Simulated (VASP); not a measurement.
# Cu (P6_3/mmc) in VASP: further runs

The runs below take Cu through relaxation of cell and atoms, single point, with PBE.

Everything below comes from runs of VASP 6.6.1. Logs are shortened: lines on timing, memory, paths and dates and some standing lists are left out, and cuts for length are marked.

## 1. The cell of the first run

Symmetry: P6_3/mmc, No. 194, hexagonal system. The conventional cell has a = 2.512 Å, b = 2.512 Å, c = 4.070 Å, α = 90.00°, β = 90.00°, γ = 120.00°. Cu (site symmetry -6m2) has 12 Cu at 2.50 to 2.51 Å within 3.3 Å.

## 2. Relaxation of cell and atoms, PBE

The input, INCAR:

```
PREC     = Accurate       # precision mode
ENCUT    = 600            # plane-wave cutoff, eV
EDIFF    = 1E-6           # SCF threshold, eV
ISMEAR   = -1             # smearing method
SIGMA    = 0.03           # smearing width, eV
LREAL    = F              # projectors in reciprocal space
LASPH    = T              # aspherical terms in the spheres
NELM     = 80             # most SCF steps
ALGO     = Normal         # electronic algorithm
ISIF     = 3              # what is computed and relaxed
LWAVE    = F              # write WAVECAR
LCHARG   = F              # write CHGCAR
GGA      = PE             # functional
IBRION   = 2              # ionic algorithm
NSW      = 100            # ionic steps
EDIFFG   = -0.005         # ionic threshold
```

The input, KPOINTS:

```
regular mesh
0
Gamma
  17 17 9
```

The input, POSCAR:

```
Cu
1.0
    2.5123336524      0.0000000000      0.0000000000
   -1.2561668262      2.1757447658      0.0000000000
    0.0000000000      0.0000000000      4.0699805169
Cu
2
Direct
    0.3333333333      0.6666666667      0.2500000000
    0.6666666667      0.3333333333      0.7500000000
```

Potentials or basis: VASP PAW PBE potentials, release 64 (Cu).

Launch:

```console
> cat potpaw_PBE.64/Cu/POTCAR > POTCAR
> mpirun -np 1 vasp_std > vasp.out
```

OUTCAR:

```text
PREC = Accurate
   ENCUT = 600
   EDIFF = 1E-6
   ISMEAR = -1
   LREAL = F
   LASPH = T
   NELM = 80
   ISIF = 3
   GGA = PE
   IBRION = 2
   NSW = 100
   EDIFFG = -0.005

 ion  position               nearest neighbor table
   1  0.333  0.667  0.250-   2 2.50   2 2.50   2 2.50   2 2.50   2 2.50   2 2.50
   2  0.667  0.333  0.750-   1 2.50   1 2.50   1 2.50   1 2.50   1 2.50   1 2.50

  LATTYP: Found a hexagonal cell.
 ALAT       =     2.5123336524
 C/A-ratio  =     1.6200000000

  Lattice vectors:

 A1 = (   2.5123336524,   0.0000000000,   0.0000000000)
 A2 = (  -1.2561668262,   2.1757447658,   0.0000000000)
 A3 = (   0.0000000000,   0.0000000000,   4.0699805169)

Analysis of symmetry for initial positions (statically):
=====================================================================
 Subroutine PRICEL returns:
 Original cell was already a primitive cell.

 Routine SETGRP: Setting up the symmetry group for a
 hexagonal supercell.

 Subroutine GETGRP returns: Found 24 space group operations
 (whereof 12 operations were pure point group operations)
 out of a pool of 24 trial point group operations.

The static configuration has the point symmetry D_3d.
 The point group associated with its full space group is D_6h.

Analysis of symmetry for dynamics (positions and initial velocities):
=====================================================================
 Subroutine PRICEL returns:
 Original cell was already a primitive cell.

 Routine SETGRP: Setting up the symmetry group for a
 hexagonal supercell.

 Subroutine GETGRP returns: Found 24 space group operations
 (whereof 12 operations were pure point group operations)
 out of a pool of 24 trial point group operations.

The dynamic configuration has the point symmetry D_3d.
 The point group associated with its full space group is D_6h.

 Subroutine INISYM returns: Found 24 space group operations
 (whereof 12 operations are pure point group operations),
 and found     1 'primitive' translations

----------------------------------------------------------------------------------------

                                     Primitive cell

  volume of cell :      22.2473

  direct lattice vectors                    reciprocal lattice vectors
     2.512333652  0.000000000  0.000000000     0.398036303  0.229806367  0.000000000
    -1.256166826  2.175744766  0.000000000     0.000000000  0.459612734  0.000000000
     0.000000000  0.000000000  4.069980517     0.000000000  0.000000000  0.245701422

  length of vectors
     2.512333652  2.512333652  4.069980517     0.459612734  0.459612734  0.245701422

  position of ions in fractional coordinates (direct lattice)
     0.333333333  0.666666667  0.250000000
     0.666666667  0.333333333  0.750000000

  ion indices of the primitive-cell ions
   primitive index   ion index
                 1           1
                 2           2

----------------------------------------------------------------------------------------

 KPOINTS: regular mesh

Automatic generation of k-mesh.
 Grid dimensions read from file:
 generate k-points for:   17   17    9

 Generating k-lattice:

  Cartesian coordinates                     Fractional coordinates (reciprocal lattice)
     0.023413900  0.013518022  0.000000000     0.058823529 -0.000000000  0.000000000
     0.000000000  0.027036043  0.000000000     0.000000000  0.058823529  0.000000000
     0.000000000  0.000000000  0.027300158     0.000000000  0.000000000  0.111111111

  Length of vectors
     0.027036043  0.027036043  0.027300158

  Shift w.r.t. Gamma in fractional coordinates (k-lattice)
     0.000000000  0.000000000  0.000000000

 Subroutine IBZKPT returns following result:
 ===========================================

 Found    165 irreducible k-points:

 Following reciprocal coordinates:
            Coordinates               Weight
  0.000000  0.000000  0.000000      1.000000
  0.058824 -0.000000  0.000000      6.000000
  0.117647 -0.000000  0.000000      6.000000
  0.176471  0.000000  0.000000      6.000000
  0.235294 -0.000000  0.000000      6.000000
  0.294118  0.000000  0.000000      6.000000
[... 16 lines left out ...]
  0.411765  0.117647  0.000000     12.000000
  0.176471  0.176471  0.000000      6.000000
 [... further k-points ...]
   k-points           NKPTS =    165   k-points in BZ     NKDIM =    165   number of bands    NBANDS=     15
   number of dos      NEDOS =    301   number of ions     NIONS =      2
   total plane-waves  NPLWV =  14400
   dimension x,y,z NGX =    20 NGY =   20 NGZ =   36
   dimension x,y,z NGXF=    40 NGYF=   40 NGZF=   72
   ions per type =               2
   NGX,Y,Z   is equivalent  to a cutoff of  13.23, 13.23, 14.70 a.u.
   NGXF,Y,Z  is equivalent  to a cutoff of  26.47, 26.47, 29.41 a.u.
 SYSTEM =  unknown system
   PREC   = accura    normal or accurate (medium, high low for compatibility)
   ISTART =      0    job   : 0-new  1-cont  2-samecut
   ICHARG =      2    charge: 1-file 2-atom 10-const
   ISPIN  =      1    spin polarized calculation?
   LNONCOLLINEAR =      F non collinear calculations
   LSORBIT =      F    spin-orbit coupling
   LASPH  =      T    aspherical Exc in radial PAW
   ENCUT  =  600.0 eV  44.10 Ry    6.64 a.u.   5.02  5.02  8.13*2*pi/ulx,y,z
   NELM   =     80;   NELMIN=  2; NELMDL= -5     # of ELM steps
   EDIFF  = 0.1E-05   stopping-criterion for ELM
   LREAL  =      F    real-space projection
   EDIFFG = -.5E-02   stopping-criterion for IOM
   NSW    =    100    number of steps for IOM
   IBRION =      2    ionic relax: 0-MD 1-quasi-New 2-CG
   NFREE  =      1    steps in history (QN), initial steepest desc. (CG)
   ISIF   =      3    stress and relaxation
   ISYM   =      2    0-nonsym 1-usesym 2-fastsym
   POTIM  = 0.5000    time-step for ionic-motion
   TEBEG  =    0.0;   TEEND  =   0.0 temperature during run
   PSTRESS=    0.0 pullay stress
   NELECT =      22.0000    total number of electrons
   NUPDOWN=      -1.0000    fix difference up-down
   EMIN   =  10.00;   EMAX   =-10.00  energy-range for DOS
   EFERMI =   0.00;   METHOD = LEGACY
   ISMEAR =    -1;   SIGMA  =   0.03  broadening in eV -4-tet -1-fermi 0-gaus
   EFERMI_NEDOS =   21; number of points for ismear=-14 and -15
   IALGO  =     38    algorithm
   IMIX   =      4    mixing-type and parameters
     AMIX     =   0.40;   BMIX     =  1.00
     AMIX_MAG =   1.60;   BMIX_MAG =  1.00
  volume/ion in A,a.u.               =      11.12        75.07
  Fermi-wavevector in a.u.,A,eV,Ry     =   1.631010  3.082161 36.194115  2.660192
  Thomas-Fermi vector in A             =   2.723216
   LORBIT       =      0    0 simple, 1 ext, 2 COOP (PROOUT), +10 PAW based schemes
   GGA     = PE    functional components
   LHFCALC =     F    Hartree Fock is set to
   AEXX    =    0.0000 exact exchange contribution
   IVDW    =     0    specifies the selected vdW correction
   LEPSILON=     F    determine dielectric tensor
   LRPA    =     F    only Hartree local field effects (RPA)
 conjugate gradient relaxation of ions
 non-spin polarized calculation
  energy-cutoff  :      600.00
  volume of cell :       22.25
 maximum number of plane-waves:       762
 NGX is ok and might be reduce to    20
   NGX =  9   NGY =  9   NGZ = 17

--------------------------------------- Ionic step        1  -------------------------------------------

 number of electron      21.9999985 magnetization

 Free energy of the ion-electron system (eV)
  ---------------------------------------------------
  ext. energy  EPLUGINS =         0.00000000
  ---------------------------------------------------
  free energy    TOTEN  =        -7.37029392 eV

  energy without entropy =       -7.36818427  energy(sigma->0) =       -7.36923909

------------------------ aborting loop because EDIFF is reached ----------------------------------------

  FORCE on cell =-STRESS in cart. coord.  units (eV):
  Direction    XX          YY          ZZ          XY          YZ          ZX
  --------------------------------------------------------------------------------------
  -------------------------------------------------------------------------------------
  Total        1.5899543      1.5899543      2.1401499     -0.0000000      0.0000000      0.0000000
  in kB      114.5031990    114.5031990    154.1264558     -0.0000000      0.0000000      0.0000000
  external PRESSURE =     127.7109513 kB  Pullay stress =       0.0000000 kB
[... 129 lines left out ...]
  energy  without entropy=       -7.4379914500  energy(sigma->0) =       -7.43901504

--------------------------------------- Ionic step        5  -------------------------------------------

 number of electron      21.9999999 magnetization

 Free energy of the ion-electron system (eV)
  ---------------------------------------------------
  ext. energy  EPLUGINS =         0.00000000
  ---------------------------------------------------
  free energy    TOTEN  =        -7.44032182 eV

  energy without entropy =       -7.43832524  energy(sigma->0) =       -7.43932353

 E-fermi :   7.4045     XC(G=0): -12.6238

 val. band max:        7.4025169356   @ k =   0.1765   0.1765   0.3333
 cond. band min:       7.4180620766   @ k =   0.2353   0.2353   0.4444
 fundamental gap:      0.0155451410
 Fermi energy:         7.4045199636

 k-point     1 :       0.0000    0.0000    0.0000
  band No.  band energies     occupation
      1      -1.8487      2.00000
      2       2.3605      2.00000
      3       4.3505      2.00000
      4       4.4454      2.00000
      5       4.4454      2.00000
      6       4.6371      2.00000
      7       4.6371      2.00000
      8       4.9605      2.00000
      9       4.9605      2.00000
     10       5.6525      2.00000
     11       5.6525      2.00000
     12       6.3115      2.00000
     13      10.8648      0.00000
     14      28.7478      0.00000
     15      29.1189      0.00000
[... 397 lines left out ...]
 k-point    24 :       0.1765    0.1765    0.0000
  band No.  band energies     occupation
      1       0.9139      2.00000
      2       3.4020      2.00000
      3       3.5596      2.00000
      4       3.7021      2.00000
      5       4.3900      2.00000
      6       4.4257      2.00000
      7       4.7742      2.00000
      8       4.9422      2.00000
      9       5.3990      2.00000
     10       5.6732      2.00000
     11       5.6982      2.00000
     12      11.2370      0.00000
     13      12.0883      0.00000
     14      17.6191      0.00000
     15      17.6540      0.00000

 [... further k-points ...]

------------------------ aborting loop because EDIFF is reached ----------------------------------------

  FORCE on cell =-STRESS in cart. coord.  units (eV):
  Direction    XX          YY          ZZ          XY          YZ          ZX
  --------------------------------------------------------------------------------------
  -------------------------------------------------------------------------------------
  Total        0.0016796      0.0016796      0.0045378      0.0000000      0.0000000      0.0000000
  in kB        0.1119430      0.1119430      0.3024292      0.0000000      0.0000000      0.0000000
  external PRESSURE =       0.1754384 kB  Pullay stress =       0.0000000 kB
[... 17 lines left out ...]
  FREE ENERGIE OF THE ION-ELECTRON SYSTEM (eV)
  ---------------------------------------------------
  free  energy   TOTEN  =        -7.4403218194 eV

  energy  without entropy=       -7.4383252386  energy(sigma->0) =       -7.43932353

 reached required accuracy - stopping structural energy minimisation
```

It took 3.5 min on 1 thread of Intel Xeon Platinum 8488C (Sapphire Rapids), shared host; peak memory 0.18 GiB.

Results:

```yaml
Free_energy: -7.4403 eV
Relaxed_volume: 12.02 Å³/atom
Relaxed_cell: a = 2.560 Å, b = 2.560 Å, c = 4.234 Å, α = 90.00°, β = 90.00°, γ = 120.00°
Space_group_after_relaxing_to_0.05_Å: P6_3/mmc (No. 194)
Energy_gained_by_relaxing: 35.0 meV/atom
Ionic_steps: 5
Pressure_after_relaxing: 0.0 GPa
Band_gap_on_the_k_mesh: zero (band 11 reaches 11.05 eV, above the bottom of band 12 at 5.49 eV)
```

Step by step:
| step | energy change (eV) | largest force (eV/Å) | pressure (GPa) | volume (Å³) |
| --- | --- | --- | --- | --- |
| 1 | 0.0000 | 0.0000 | 12.77 | 22.25 |
| 2 | -0.0468 | 0.0000 | -5.82 | 25.22 |
| 3 | -0.0686 | 0.0000 | -0.14 | 24.07 |
| 4 | -0.0697 | 0.0000 | -0.04 | 24.05 |
| 5 | -0.0700 | 0.0000 | 0.02 | 24.04 |

Final structure:
```
Cu
1.0
     2.56041    0.00000    0.00000
    -1.28021    2.21738    0.00000
     0.00000    0.00000    4.23428
Cu
2
Direct
  0.33333 0.66667 0.25000
  0.66667 0.33333 0.75000
```

Levels at points of the mesh, in eV from the Fermi level:
```csv
k point,band 7,band 8,band 9,band 10,band 11,band 12,band 13,band 14,band 15
"(0.00, 0.00, 0.00)",-2.77,-2.44,-2.44,-1.75,-1.75,-1.09,3.46,21.34,21.71
```

## 3. Single point, PBE, non-collinear spin, zero start, spin-orbit coupling

This run uses another cell than the first one, of 11.97 Å³/atom, 1.076 times its volume.

The input, INCAR:

```
SYSTEM = Cu
ALGO = Normal ; EDIFF = 1E-7
ENCUT = 520 ; GGA = PE
GGA_COMPAT = .FALSE. ; ISIF = 2
ISMEAR = -1 ; LASPH = .TRUE.
LCHARG = .FALSE. ; LMAXMIX = 4
LNONCOLLINEAR = .TRUE. ; LORBIT = 11
LORBMOM = .TRUE. ; LREAL = .FALSE.
LSORBIT = .TRUE. ; LWAVE = .FALSE.
MAGMOM = 0 0 0 0 0 0 ; NBANDS = 34
NELM = 150 ; PREC = Accurate
SIGMA = 0.03
```

The input, KPOINTS:

```
k-points
0
G
  17 17 9
  0 0 0
```

The input, POSCAR:

```
Cu
1.0
    2.5566345214      0.0000000000      0.0000000000
   -1.2783172607      2.2141104438      0.0000000000
    0.0000000000      0.0000000000      4.2279517710
Cu
2
Direct
    0.3333333333      0.6666666667      0.2500000000
    0.6666666667      0.3333333333      0.7500000000
```

Potentials or basis: VASP PAW PBE potentials, release 64 (Cu).

Launch:

```console
> cat potpaw_PBE.64/Cu/POTCAR > POTCAR
> mpirun -np 1 vasp_ncl > vasp.out
```

It took 5.9 min on 1 thread of Intel Xeon Platinum 8488C (Sapphire Rapids), shared host; peak memory 0.32 GiB.

The run converged. Its results:

| Property | Result |
| --- | --- |
| Free energy | -7.4532 eV |
| Pressure | 0.5 GPa |
| Net moment | 0.00 μB per cell |
| Valence electrons inside the program's atomic spheres | Cu 9.99 |

Moments on the atoms (μB; x, y, z):
```
Cu  0.00 0.00 0.00
Cu  0.00 0.00 0.00
```
